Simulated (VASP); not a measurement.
# AlRu5 (P-62m) in VASP: a series of runs

AlRu5 is run at these levels: PBE; tasks: single point, relaxation of cell and atoms.

Program: VASP 6.6.1. These are calculated values, not measurements. Logs are shortened: lines on timing, memory, paths and dates and some standing lists are left out, and cuts for length are marked.

## 1. The cell of the first run

The structure is hexagonal, space group P-62m (No. 189). The conventional cell has a = 4.712 Å, b = 4.712 Å, c = 4.333 Å, α = 90.00°, β = 90.00°, γ = 120.00°. Within 3.5 Å of Al (site symmetry -62m) lie 12 Ru at 2.67 to 2.72 Å. Ru (site symmetry m2m) has 2 Al at 2.67 Å and 10 Ru at 2.68 to 2.73 Å within 3.5 Å. Within 3.5 Å of Ru (site symmetry -6) lie 9 Ru at 2.68 to 2.72 Å and 3 Al at 2.72 Å.

## 2. Single point, PBE

File INCAR:

```
SYSTEM = AlRu5
  PREC = Accurate
  ENCUT = 520
  EDIFF = 1E-7
  ISMEAR = 0
  SIGMA = 0.2
  LREAL = .False.
  LASPH = .True.
  NELM = 80
  ALGO = Fast
  ISIF = 2
  LWAVE = .False.
  LCHARG = .True.
  GGA = PE
  LELF = .True.
  LVHAR = .True.
  NBANDS = 46
```

File KPOINTS:

```
Automatic mesh
0
Gamma
  4 4 4
  0 0 0
```

File POSCAR:

```
AlRu5
1.0
    4.7116371894      0.0000000000      0.0000000000
   -2.3558185947      4.0803974994      0.0000000000
    0.0000000000      0.0000000000      4.3333354456
Al Ru
1 5
Direct
    0.0000000000      0.0000000000      0.0000000000
    0.3320202702      0.0000000000      0.5000000000
    0.6666666667      0.3333333333      0.0000000000
    0.3333333333      0.6666666667      0.0000000000
    0.0000000000      0.3320202702      0.5000000000
    0.6679797298      0.6679797298      0.5000000000
```

Potentials or basis: VASP PAW PBE potentials, release 64 (Al, Ru_pv).

On the command line:

```bash
$ cat potpaw_PBE.64/Al/POTCAR potpaw_PBE.64/Ru_pv/POTCAR > POTCAR
$ mpirun -np 1 vasp_std > vasp.out
```

OUTCAR:

```text
SYSTEM = AlRu5
   PREC = Accurate
   ENCUT = 520
   EDIFF = 1E-7
   ISMEAR = 0
   LREAL = .False.
   LASPH = .True.
   NELM = 80
   ISIF = 2
   GGA = PE

 ion  position               nearest neighbor table
   1  0.000  0.000  0.000-   5 2.67   6 2.67   5 2.67   6 2.67   2 2.67   2 2.67   4 2.72   3 2.72
                             4 2.72   3 2.72   3 2.72   4 2.72
   2  0.332  0.000  0.500-   1 2.67   1 2.67   4 2.68   4 2.68   3 2.68   3 2.68   5 2.71   6 2.71
                             5 2.73   6 2.73   5 2.73   6 2.73
   3  0.667  0.333  0.000-   5 2.68   5 2.68   2 2.68   2 2.68   6 2.68   6 2.68   4 2.72   1 2.72
                             4 2.72   1 2.72   1 2.72   4 2.72
   4  0.333  0.667  0.000-   2 2.68   2 2.68   5 2.68   5 2.68   6 2.68   6 2.68   3 2.72   1 2.72
                             3 2.72   1 2.72   1 2.72   3 2.72
   5  0.000  0.332  0.500-   1 2.67   1 2.67   3 2.68   3 2.68   4 2.68   4 2.68   6 2.71   2 2.71
                             2 2.73   6 2.73   6 2.73   2 2.73
   6  0.668  0.668  0.500-   1 2.67   1 2.67   3 2.68   3 2.68   4 2.68   4 2.68   5 2.71   2 2.71
                             2 2.73   5 2.73   5 2.73   2 2.73

  LATTYP: Found a hexagonal cell.
 ALAT       =     4.7116371894
 C/A-ratio  =     0.9197090674

  Lattice vectors:

 A1 = (   4.7116371894,   0.0000000000,   0.0000000000)
 A2 = (  -2.3558185947,   4.0803974994,   0.0000000000)
 A3 = (   0.0000000000,   0.0000000000,   4.3333354456)

Analysis of symmetry for initial positions (statically):
=====================================================================
 Subroutine PRICEL returns:
 Original cell was already a primitive cell.

 Routine SETGRP: Setting up the symmetry group for a
 hexagonal supercell.

 Subroutine GETGRP returns: Found 12 space group operations
 (whereof 12 operations were pure point group operations)
 out of a pool of 24 trial point group operations.

The static configuration has the point symmetry D_3h.

Analysis of symmetry for dynamics (positions and initial velocities):
=====================================================================
 Subroutine PRICEL returns:
 Original cell was already a primitive cell.

 Routine SETGRP: Setting up the symmetry group for a
 hexagonal supercell.

 Subroutine GETGRP returns: Found 12 space group operations
 (whereof 12 operations were pure point group operations)
 out of a pool of 24 trial point group operations.

The dynamic configuration has the point symmetry D_3h.

 Subroutine INISYM returns: Found 12 space group operations
[... 95 lines left out ...]
   NSW    =      0    number of steps for IOM
   IBRION =     -1    ionic relax: 0-MD 1-quasi-New 2-CG
   NFREE  =      0    steps in history (QN), initial steepest desc. (CG)
   ISIF   =      2    stress and relaxation
   ISYM   =      2    0-nonsym 1-usesym 2-fastsym
   POTIM  = 0.5000    time-step for ionic-motion
   TEBEG  =    0.0;   TEEND  =   0.0 temperature during run
   PSTRESS=    0.0 pullay stress
   NELECT =      73.0000    total number of electrons
   NUPDOWN=      -1.0000    fix difference up-down
   EMIN   =  10.00;   EMAX   =-10.00  energy-range for DOS
   EFERMI =   0.00;   METHOD = LEGACY
   ISMEAR =     0;   SIGMA  =   0.20  broadening in eV -4-tet -1-fermi 0-gaus
   EFERMI_NEDOS =   21; number of points for ismear=-14 and -15
   IALGO  =     68    algorithm
   IMIX   =      4    mixing-type and parameters
     AMIX     =   0.40;   BMIX     =  1.00
     AMIX_MAG =   1.60;   BMIX_MAG =  1.00
  volume/ion in A,a.u.               =      13.88        93.70
  Fermi-wavevector in a.u.,A,eV,Ry     =   1.566572  2.960391 33.390690  2.454147
  Thomas-Fermi vector in A             =   2.668880
   LORBIT       =      0    0 simple, 1 ext, 2 COOP (PROOUT), +10 PAW based schemes
   GGA     = PE    functional components
   LHFCALC =     F    Hartree Fock is set to
   AEXX    =    0.0000 exact exchange contribution
   IVDW    =     0    specifies the selected vdW correction
   LEPSILON=     F    determine dielectric tensor
   LRPA    =     F    only Hartree local field effects (RPA)
 non-spin polarized calculation
 RMM-DIIS sequential band-by-band and
 Gauss-broadening in eV      SIGMA  =   0.20
  energy-cutoff  :      520.00
  volume of cell :       83.31
 maximum number of plane-waves:      2272
 NGX is ok and might be reduce to    36
   NGX = 17   NGY = 17   NGZ = 17

 number of electron      73.0000036 magnetization

 Free energy of the ion-electron system (eV)
  ---------------------------------------------------
  ext. energy  EPLUGINS =         0.00000000
  ---------------------------------------------------
  free energy    TOTEN  =       -50.30284960 eV

  energy without entropy =      -50.16705905  energy(sigma->0) =      -50.23495433

 E-fermi :  11.8843     XC(G=0): -13.4441

 val. band max:       11.8225151319   @ k =   0.2500   0.0000   0.0000
 cond. band min:      11.8939817560   @ k =   0.2500   0.2500   0.5000
 fundamental gap:      0.0714666241
 Fermi energy:        11.8842647155

 k-point     1 :       0.0000    0.0000    0.0000
  band No.  band energies     occupation
      1     -31.4540      2.00000
      2     -31.2530      2.00000
      3     -31.2530      2.00000
      4     -31.0362      2.00000
      5     -31.0119      2.00000
      6     -31.0080      2.00000
[... 577 lines left out ...]
     45      14.1771      0.00000
     46      14.4611      0.00000

------------------------ aborting loop because EDIFF is reached ----------------------------------------

  FORCE on cell =-STRESS in cart. coord.  units (eV):
  Direction    XX          YY          ZZ          XY          YZ          ZX
  --------------------------------------------------------------------------------------
  -------------------------------------------------------------------------------------
  Total       -0.0514434     -0.0514434     -0.0412227     -0.0000000      0.0000000      0.0000000
  in kB       -0.9893365     -0.9893365     -0.7927759     -0.0000000      0.0000000      0.0000000
  external PRESSURE =      -0.9238163 kB  Pullay stress =       0.0000000 kB

 VOLUME and BASIS-vectors are now :
 -----------------------------------------------------------------------------
  energy-cutoff  :      520.00
  volume of cell :       83.31
      direct lattice vectors                 reciprocal lattice vectors
     4.711637189  0.000000000  0.000000000     0.212240451  0.122537081  0.000000000
    -2.355818595  4.080397499  0.000000000     0.000000000  0.245074163  0.000000000
     0.000000000  0.000000000  4.333335446     0.000000000  0.000000000  0.230769118

 POSITION                                       TOTAL-FORCE (eV/Angst)
 -----------------------------------------------------------------------------------
      0.00000      0.00000      0.00000         0.000000      0.000000      0.000000
      1.56436      0.00000      2.16667         0.008738      0.000000      0.000000
      2.35582      1.36013      0.00000         0.000000      0.000000      0.000000
     -0.00000      2.72026      0.00000         0.000000      0.000000      0.000000
     -0.78218      1.35477      2.16667        -0.004369      0.007568     -0.000000
      1.57364      2.72562      2.16667        -0.004369     -0.007568      0.000000
 -----------------------------------------------------------------------------------
    total drift:                               -0.000000     -0.000000      0.000000

  FREE ENERGIE OF THE ION-ELECTRON SYSTEM (eV)
  ---------------------------------------------------
  free  energy   TOTEN  =       -50.3028496046 eV

  energy  without entropy=      -50.1670590494  energy(sigma->0) =      -50.23495433
```

stdout:

```text
POSCAR found type information on POSCAR AlRu
 POSCAR found :  2 types and       6 ions
 scaLAPACK will be used
 LDA part: xc-table for (Slater+PW92), standard interpolation
 POSCAR, INCAR and KPOINTS ok, starting setup
 FFT: planning ... GRIDC
 FFT: planning ... GRID_SOFT
 FFT: planning ... GRID
 WAVECAR not read
 entering main loop
```

It took 59 s on 1 thread of Intel Xeon 8259CL, shared host; peak memory 0.2 GiB.

Results:

* Free energy: -50.3028 eV
* Pressure: -0.1 GPa
* Largest force: 0.009 eV/Å
* Band gap on the k mesh: zero (an odd number of electrons rules out a gap without spin polarisation)

Forces on the atoms (eV/Å):
```
Al   0.000  0.000  0.000
Ru   0.009  0.000  0.000
Ru   0.000  0.000  0.000
Ru   0.000  0.000  0.000
Ru  -0.004  0.008  0.000
Ru  -0.004 -0.008  0.000
```

Levels at points of the mesh, in eV from the Fermi level:
```csv
k point,band 32,band 33,band 34,band 35,band 36,band 37,band 38,band 39,band 40,band 41
"(0.00, 0.00, 0.00)",-1.40,-1.40,-1.36,-0.09,-0.09,0.12,0.37,0.37,1.04,1.31
"(0.50, 0.00, 0.00)",-1.47,-1.22,-1.18,-0.35,-0.09,0.12,0.26,0.42,0.73,1.67
"(0.00, 0.00, 0.50)",-2.12,-1.75,-1.69,-1.69,-0.58,-0.58,0.41,0.41,1.13,1.13
"(0.50, 0.00, 0.50)",-1.28,-0.89,-0.68,-0.64,-0.09,0.38,0.46,0.60,1.00,1.25
```

Caveat: the k points lie up to 0.38 Å⁻¹ apart, too coarse for converged energies and pressures of a metal.

## 3. Relaxation of cell and atoms, PBE

This run uses another cell than the first one, of 13.13 Å³/atom.

File INCAR:

```
PREC = Accurate ; ENCUT = 600
EDIFF = 1E-6 ; ISMEAR = 0
SIGMA = 0.2 ; LREAL = False
LASPH = True ; NELM = 80
ALGO = Normal ; ISIF = 3
LWAVE = False ; LCHARG = False
GGA = PE ; IBRION = 2
NSW = 36 ; EDIFFG = -0.08
```

File KPOINTS:

```
regular mesh
0
Gamma
  4 4 4
```

File POSCAR:

```
AlRu5
1.0
    4.6600000000      0.0000000000      0.0000000000
   -2.3300000000      4.0356783800      0.0000000000
    0.0000000000      0.0000000000      4.1900000000
Al Ru
1 5
Direct
    0.0000000000      0.0000000000      0.0000000000
    0.3333300000      0.0000000000      0.5000000000
    0.6666666700      0.3333333300      0.0000000000
    0.3333333300      0.6666666700      0.0000000000
    0.0000000000      0.3333300000      0.5000000000
    0.6666700000      0.6666700000      0.5000000000
```

Potentials or basis: VASP PAW PBE potentials, release 64 (Al, Ru_pv).

On the command line:

```bash
$ cat potpaw_PBE.64/Al/POTCAR potpaw_PBE.64/Ru_pv/POTCAR > POTCAR
$ mpirun -np 1 vasp_std > vasp.out
```

OUTCAR:

```text
PREC = Accurate
   ENCUT = 600
   EDIFF = 1E-6
   ISMEAR = 0
   LREAL = False
   LASPH = True
   NELM = 80
   ISIF = 3
   GGA = PE
   IBRION = 2
   NSW = 36
   EDIFFG = -0.08

 ion  position               nearest neighbor table
   1  0.000  0.000  0.000-   5 2.61   6 2.61   5 2.61   6 2.61   2 2.61   2 2.61   4 2.69   3 2.69
                             4 2.69   3 2.69   3 2.69   4 2.69
   2  0.333  0.000  0.500-   1 2.61   1 2.61   4 2.61   4 2.61   3 2.61   3 2.61   5 2.69   6 2.69
                             5 2.69   6 2.69   6 2.69   5 2.69
   3  0.667  0.333  0.000-   5 2.61   5 2.61   2 2.61   2 2.61   6 2.61   6 2.61   4 2.69   1 2.69
                             4 2.69   1 2.69   1 2.69   4 2.69
   4  0.333  0.667  0.000-   2 2.61   2 2.61   5 2.61   5 2.61   6 2.61   6 2.61   3 2.69   1 2.69
                             3 2.69   1 2.69   1 2.69   3 2.69
   5  0.000  0.333  0.500-   1 2.61   1 2.61   3 2.61   3 2.61   4 2.61   4 2.61   6 2.69   2 2.69
                             2 2.69   6 2.69   6 2.69   2 2.69
   6  0.667  0.667  0.500-   1 2.61   1 2.61   3 2.61   3 2.61   4 2.61   4 2.61   5 2.69   2 2.69
                             2 2.69   5 2.69   5 2.69   2 2.69

  LATTYP: Found a hexagonal cell.
 ALAT       =     4.6600000000
 C/A-ratio  =     0.8991416309

  Lattice vectors:

 A1 = (   4.6600000000,   0.0000000000,   0.0000000000)
 A2 = (  -2.3300000000,   4.0356783800,   0.0000000000)
 A3 = (   0.0000000000,   0.0000000000,   4.1900000000)

Analysis of symmetry for initial positions (statically):
[... 176 lines left out ...]
  --------------------------------------------------------------------------------------
  -------------------------------------------------------------------------------------
  Total        6.9287525      6.9287525     11.4534233      0.0000000      0.0000000      0.0000000
  in kB      140.8799355    140.8799353    232.8785055      0.0000000      0.0000000      0.0000000
  external PRESSURE =     171.5461254 kB  Pullay stress =       0.0000000 kB
[... 27 lines left out ...]
--------------------------------------- Ionic step        2  -------------------------------------------

 number of electron      73.0000017 magnetization

 E-fermi :   9.6806     XC(G=0): -12.6436

 val. band max:        9.6361026256   @ k =   0.2500  -0.0000   0.0000
 cond. band min:       9.6913836833   @ k =   0.2500   0.2500   0.5000
 fundamental gap:      0.0552810578
 Fermi energy:         9.6805757330

 k-point     1 :       0.0000    0.0000    0.0000
  band No.  band energies     occupation
      1     -33.2670      2.00000
      2     -33.1529      2.00000
      3     -33.1529      2.00000
      4     -33.0307      2.00000
      5     -32.9836      2.00000
      6     -32.9753      2.00000
[... 700 lines left out ...]
--------------------------------------- Ionic step        6  -------------------------------------------

 number of electron      73.0000011 magnetization

 Free energy of the ion-electron system (eV)
  ---------------------------------------------------
  ext. energy  EPLUGINS =         0.00000000
  ---------------------------------------------------
  free energy    TOTEN  =       -50.29890738 eV

  energy without entropy =      -50.16318702  energy(sigma->0) =      -50.23104720

 E-fermi :  11.9164     XC(G=0): -13.4553

 val. band max:       11.8524526661   @ k =   0.2500  -0.0000   0.0000
 cond. band min:      11.9272520875   @ k =   0.2500   0.2500   0.5000
 fundamental gap:      0.0747994214
 Fermi energy:        11.9164126420

 k-point     1 :       0.0000    0.0000    0.0000
  band No.  band energies     occupation
      1     -31.4272      2.00000
      2     -31.2262      2.00000
      3     -31.2262      2.00000
      4     -31.0066      2.00000
      5     -30.9865      2.00000
      6     -30.9782      2.00000
[... 574 lines left out ...]
  FREE ENERGIE OF THE ION-ELECTRON SYSTEM (eV)
  ---------------------------------------------------
  free  energy   TOTEN  =       -50.2989073831 eV

  energy  without entropy=      -50.1631870211  energy(sigma->0) =      -50.23104720

 reached required accuracy - stopping structural energy minimisation
```

Run time: 4.3 min. Hardware: 1 thread of Intel Xeon 8259CL, shared host; peak memory 0.26 GiB.

What came out:

```yaml
Free_energy: -50.2989 eV
Relaxed_volume: 13.86 Å³/atom
Relaxed_cell: a = 4.707 Å, b = 4.707 Å, c = 4.334 Å, α = 90.00°, β = 90.00°, γ = 120.00°
Space_group_after_relaxing_to_0.1_Å: P-62m (No. 189)
Energy_gained_by_relaxing: 43.3 meV/atom
Ionic_steps: 6
Pressure_after_relaxing: 0.4 GPa
Largest_force_after_relaxing: 0.008 eV/Å
Band_gap_on_the_k_mesh: zero (an odd number of electrons rules out a gap without spin polarisation)
```

Forces on the atoms (eV/Å):
```
Al   0.000  0.000  0.000
Ru  -0.008  0.000  0.000
Ru   0.000  0.000  0.000
Ru   0.000  0.000  0.000
Ru   0.004 -0.007  0.000
Ru   0.004  0.007  0.000
```

Step by step:
```tsv
step	energy change (eV)	largest force (eV/Å)	pressure (GPa)	volume (Å³)
1	0.0000	0.2326	17.15	78.80
2	0.9614	0.1848	-26.74	95.91
3	-0.2507	0.0259	-1.31	83.72
4	-0.2515	0.0340	-0.54	83.48
5	-0.2514	0.0369	-0.24	83.39
6	-0.2601	0.0079	0.39	83.15
```

Final structure:
```
Al Ru
1.0
     4.70660    0.00000    0.00000
    -2.35330    4.07604    0.00000
     0.00000    0.00000    4.33420
Al Ru
1 5
Cartesian
  2.3533 4.0760 0.0000
  -0.7896 4.0760 2.1671
  2.3533 1.3587 0.0000
  0.0000 2.7174 4.3342
  -0.7819 1.3542 2.1671
  1.5714 2.7218 2.1671
```

Caveat: the k points lie up to 0.39 Å⁻¹ apart in the final cell, too coarse for converged energies and pressures of a metal.

The gap in the log of VASP goes by the Fermi energy; the results here count the filled bands.